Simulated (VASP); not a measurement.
# Al2Ru (I4/mmm) in VASP: further runs

Al2Ru is run at these levels: PBEsol; tasks: single point.

All numbers are computed with VASP 6.6.1; they aren't measurements. Logs are shortened: lines on timing, memory, paths and dates and some standing lists are left out, and cuts for length are marked.

### 1 The cell of the first run

It takes space group I4/mmm (No. 139, tetragonal). The conventional cell has a = 3.121 Å, b = 3.121 Å, c = 8.423 Å, α = 90.00°, β = 90.00°, γ = 90.00°. Al (site symmetry 4mm) has 5 Ru at 2.58 to 2.87 Å and 9 Al at 2.68 to 3.12 Å within 3.4 Å. Ru (site symmetry 4/mmm) has 10 Al at 2.58 to 2.87 Å and 4 Ru at 3.12 Å within 3.4 Å.

### 2 Single point, PBEsol

File INCAR:

```
SYSTEM = Al2Ru
PREC = Accurate
ENCUT = 520
EDIFF = 1E-6
ISMEAR = 0
SIGMA = 0.1
LREAL = .FALSE.
LASPH = .TRUE.
NELM = 60
ALGO = Fast
ISIF = 2
LWAVE = .FALSE.
LCHARG = .TRUE.
GGA = PS
LELF = .TRUE.
LVHAR = .TRUE.
NBANDS = 17
```

File KPOINTS:

```
Automatic mesh
0
G
  18 18 18
  0 0 0
```

File POSCAR:

```
Al2Ru
1.0
   -1.5606788815      1.5606788815      4.2115520768
    1.5606788815     -1.5606788815      4.2115520768
    1.5606788815      1.5606788815     -4.2115520768
Al Ru
2 1
Direct
    0.6590760825      0.6590760825      0.0000000000
    0.3409239175      0.3409239175      0.0000000000
    0.0000000000      0.0000000000      0.0000000000
```

Potentials or basis: VASP PAW PBE potentials, release 64 (Al, Ru_pv).

On the command line:

```bash
> cat potpaw_PBE.64/Al/POTCAR potpaw_PBE.64/Ru_pv/POTCAR > POTCAR
> mpirun -np 1 vasp_std > vasp.out
```

OUTCAR:

```text
SYSTEM = Al2Ru
   PREC = Accurate
   ENCUT = 520
   EDIFF = 1E-6
   ISMEAR = 0
   LREAL = .FALSE.
   LASPH = .TRUE.
   NELM = 60
   ISIF = 2
   GGA = PS

 ion  position               nearest neighbor table
   1  0.659  0.659  0.000-   3 2.58   3 2.58   3 2.58   3 2.58   2 2.68   2 2.69   2 2.69   2 2.69
                             2 2.69   3 2.87
   2  0.341  0.341  0.000-   3 2.58   3 2.58   3 2.58   3 2.58   1 2.68   1 2.69   1 2.69   1 2.69
                             1 2.69   3 2.87
   3  0.000  0.000  0.000-   1 2.58   1 2.58   1 2.58   2 2.58   1 2.58   2 2.58   2 2.58   2 2.58
                             1 2.87   2 2.87

  LATTYP: Found a body centered tetragonal cell.
 ALAT       =     3.1213577630
 C/A-ratio  =     2.6985385185

  Lattice vectors:

 A1 = (  -1.5606788815,   1.5606788815,   4.2115520768)
 A2 = (   1.5606788815,  -1.5606788815,   4.2115520768)
 A3 = (   1.5606788815,   1.5606788815,  -4.2115520768)

Analysis of symmetry for initial positions (statically):
=====================================================================
 Subroutine PRICEL returns:
 Original cell was already a primitive cell.

 Routine SETGRP: Setting up the symmetry group for a
 body centered tetragonal supercell.

 Subroutine GETGRP returns: Found 16 space group operations
 (whereof 16 operations were pure point group operations)
 out of a pool of 16 trial point group operations.

The static configuration has the point symmetry D_4h.

Analysis of symmetry for dynamics (positions and initial velocities):
=====================================================================
 Subroutine PRICEL returns:
 Original cell was already a primitive cell.

 Routine SETGRP: Setting up the symmetry group for a
 body centered tetragonal supercell.

 Subroutine GETGRP returns: Found 16 space group operations
 (whereof 16 operations were pure point group operations)
 out of a pool of 16 trial point group operations.

The dynamic configuration has the point symmetry D_4h.

 Subroutine INISYM returns: Found 16 space group operations
 (whereof 16 operations are pure point group operations),
 and found     1 'primitive' translations

----------------------------------------------------------------------------------------

                                     Primitive cell

  volume of cell :      41.0326

  direct lattice vectors                    reciprocal lattice vectors
    -1.560678881  1.560678881  4.211552077     0.000000000  0.320373400  0.118721077
[... 91 lines left out ...]
   NSW    =      0    number of steps for IOM
   IBRION =     -1    ionic relax: 0-MD 1-quasi-New 2-CG
   NFREE  =      0    steps in history (QN), initial steepest desc. (CG)
   ISIF   =      2    stress and relaxation
   ISYM   =      2    0-nonsym 1-usesym 2-fastsym
   POTIM  = 0.5000    time-step for ionic-motion
   TEBEG  =    0.0;   TEEND  =   0.0 temperature during run
   PSTRESS=    0.0 pullay stress
   NELECT =      20.0000    total number of electrons
   NUPDOWN=      -1.0000    fix difference up-down
   EMIN   =  10.00;   EMAX   =-10.00  energy-range for DOS
   EFERMI =   0.00;   METHOD = LEGACY
   ISMEAR =     0;   SIGMA  =   0.10  broadening in eV -4-tet -1-fermi 0-gaus
   EFERMI_NEDOS =   21; number of points for ismear=-14 and -15
   IALGO  =     68    algorithm
   IMIX   =      4    mixing-type and parameters
     AMIX     =   0.40;   BMIX     =  1.00
     AMIX_MAG =   1.60;   BMIX_MAG =  1.00
  volume/ion in A,a.u.               =      13.68        92.30
  Fermi-wavevector in a.u.,A,eV,Ry     =   1.288373  2.434673 22.584391  1.659906
  Thomas-Fermi vector in A             =   2.420331
   LORBIT       =      0    0 simple, 1 ext, 2 COOP (PROOUT), +10 PAW based schemes
   GGA     = PS    functional components
   LHFCALC =     F    Hartree Fock is set to
   AEXX    =    0.0000 exact exchange contribution
   IVDW    =     0    specifies the selected vdW correction
   LEPSILON=     F    determine dielectric tensor
   LRPA    =     F    only Hartree local field effects (RPA)
 non-spin polarized calculation
 RMM-DIIS sequential band-by-band and
 Gauss-broadening in eV      SIGMA  =   0.10
  energy-cutoff  :      520.00
  volume of cell :       41.03
 maximum number of plane-waves:      1122
   NGX = 17   NGY = 17   NGZ = 17

 number of electron      19.9999999 magnetization

 Free energy of the ion-electron system (eV)
  ---------------------------------------------------
  ext. energy  EPLUGINS =         0.00000000
  ---------------------------------------------------
  free energy    TOTEN  =       -20.32943981 eV

  energy without entropy =      -20.32811472  energy(sigma->0) =      -20.32877727

 E-fermi :  10.5594     XC(G=0): -12.0312

 val. band max:       10.5549752890   @ k =  -0.2778   0.1667   0.0556
 cond. band min:      10.5641471727   @ k =  -0.2778   0.2222   0.0000
 fundamental gap:      0.0091718837
 Fermi energy:        10.5593659535

 k-point     1 :       0.0000    0.0000    0.0000
  band No.  band energies     occupation
      1     -32.0331      2.00000
      2     -32.0331      2.00000
      3     -31.9471      2.00000
      4      -0.3838      2.00000
      5       5.1092      2.00000
      6       6.7060      2.00000
[... 457 lines left out ...]
      4       0.5257      2.00000
      5       5.5924      2.00000
      6       6.7684      2.00000
[... 9 lines left out ...]
     16      18.7714      0.00000
     17      21.5052      0.00000

 [... further k-points ...]

------------------------ aborting loop because EDIFF is reached ----------------------------------------

  FORCE on cell =-STRESS in cart. coord.  units (eV):
  Direction    XX          YY          ZZ          XY          YZ          ZX
  --------------------------------------------------------------------------------------
  -------------------------------------------------------------------------------------
  Total        0.0171599      0.0171599      0.0239670      0.0000000      0.0000000      0.0000000
  in kB        0.6700346      0.6700346      0.9358245      0.0000000      0.0000000      0.0000000
  external PRESSURE =       0.7586312 kB  Pullay stress =       0.0000000 kB

 VOLUME and BASIS-vectors are now :
 -----------------------------------------------------------------------------
  energy-cutoff  :      520.00
  volume of cell :       41.03
      direct lattice vectors                 reciprocal lattice vectors
    -1.560678881  1.560678881  4.211552077     0.000000000  0.320373400  0.118721077
     1.560678881 -1.560678881  4.211552077     0.320373400  0.000000000  0.118721077
     1.560678881  1.560678881 -4.211552077     0.320373400  0.320373400  0.000000000

 POSITION                                       TOTAL-FORCE (eV/Angst)
 -----------------------------------------------------------------------------------
      0.00000      0.00000      5.55147        -0.000000     -0.000000      0.002637
      0.00000      0.00000      2.87164         0.000000      0.000000     -0.002637
      0.00000      0.00000      0.00000         0.000000      0.000000      0.000000
 -----------------------------------------------------------------------------------
    total drift:                                0.000000     -0.000000      0.000000

  FREE ENERGIE OF THE ION-ELECTRON SYSTEM (eV)
  ---------------------------------------------------
  free  energy   TOTEN  =       -20.3294398120 eV

  energy  without entropy=      -20.3281147245  energy(sigma->0) =      -20.32877727
```

Run time: 6.2 min. Hardware: 1 thread of AMD EPYC 9R45 (Zen 5), shared host; peak memory 0.43 GiB.

Results:

```yaml
Free_energy: -20.3294 eV
Pressure: 0.1 GPa
Band_gap_on_the_k_mesh: zero (bands 10 and 11 overlap by 0.18 eV)
```

Forces on the atoms (eV/Å):
```
Al   0.000  0.000  0.003
Al   0.000  0.000 -0.003
Ru   0.000  0.000  0.000
```

Caveat: the PAW data sets were made with another functional, which shifts forces and pressure a little.

### 3 Single point, PBEsol

File INCAR:

```
  ALGO = Fast
  EDIFF = 1E-6
  ENCUT = 520
  GGA = PS
  ISIF = 2
  ISMEAR = 0
  LASPH = True
  LCHARG = False
  LREAL = False
  LWAVE = False
  NBANDS = 17
  NELM = 60
  PREC = Accurate
  SIGMA = 0.1
```

File KPOINTS:

```
k-points
0
Gamma
  18 18 18
```

POSCAR is that of step 2.

Potentials or basis: VASP PAW PBE potentials, release 64 (Al, Ru_pv).

On the command line:

```bash
> cat potpaw_PBE.64/Al/POTCAR potpaw_PBE.64/Ru_pv/POTCAR > POTCAR
> mpirun -np 1 vasp_std > vasp.out
```

Wall time 6.9 min (1 thread of AMD EPYC 9R45 (Zen 5), shared host); peak memory 0.43 GiB.

Results (log left out):

```
Free energy            : -20.3294 eV
Pressure               : 0.1 GPa
Band gap on the k mesh : zero (bands 10 and 11 overlap by 0.18 eV)
```

Forces on the atoms (eV/Å):
```
Al   0.000  0.000  0.003
Al   0.000  0.000 -0.003
Ru   0.000  0.000  0.000
```

Levels at points of the mesh, in eV from the Fermi level:
| k point | band 7 | band 8 | band 9 | band 10 | band 11 | band 12 | band 13 | band 14 |
| --- | --- | --- | --- | --- | --- | --- | --- | --- |
| (0.00, 0.00, 0.00) | -2.01 | -2.01 | -1.96 | -0.98 | 2.42 | 4.65 | 6.09 | 6.09 |
| (0.50, 0.00, 0.00) | -2.94 | -2.75 | -2.58 | -1.44 | 0.57 | 3.06 | 5.12 | 6.98 |
| (0.50, 0.50, 0.00) | -3.43 | -3.11 | -1.28 | -0.36 | 0.26 | 1.83 | 2.02 | 4.78 |
| (0.50, 0.50, 0.50) | -2.63 | -1.57 | -1.57 | -0.95 | 3.13 | 3.13 | 6.29 | 6.52 |

Caveat: the PAW data sets were made with another functional, which shifts forces and pressure a little.
